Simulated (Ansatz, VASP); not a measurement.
**ScGa3: VASP beside Ansatz**

```xyz
4
Lattice="4.0114 0.0000 0.0000 0.0000 4.0114 0.0000 0.0000 0.0000 4.0114" Properties=species:S:1:pos:R:3 pbc="T T T"
Sc    0.0000    0.0000    0.0000
Ga    0.0000    2.0057    2.0057
Ga    2.0057    0.0000    2.0057
Ga    2.0057    2.0057    0.0000
```

Change from the starting cell: volume scaled by 0.94, crystal datasets.

Alike in both runs: task electric field gradients; functional LDA; k mesh 9 × 9 × 9; occupations fermi-dirac, width 0.05 eV; no spin polarisation.

|  | VASP | Ansatz |
| --- | --- | --- |
| version | VASP 6.6.1 | Ansatz 0.2.0 |
| potentials or method | VASP PAW LDA potentials, release 64 (Sc_sv, Ga_d), cutoff 520 eV | all-electron PAW with datasets made for the crystal, scalar-relativistic |

Ansatz gave:

| Item | Value |
| --- | --- |
| pressure (GPa) | -0.7 |
| size of Vzz on the site where it differs most (V/Å²) | 67.9 |

Question: What did VASP give for the same quantities?

Answer: Pressure (GPa): -0.4; size of Vzz on the site where it differs most (V/Å²): 65.5.

LDA's correlation is that of Perdew and Zunger in VASP and of Perdew and Wang (1992) in Ansatz. Ansatz ran all-electron here, and VASP with PAW potentials.
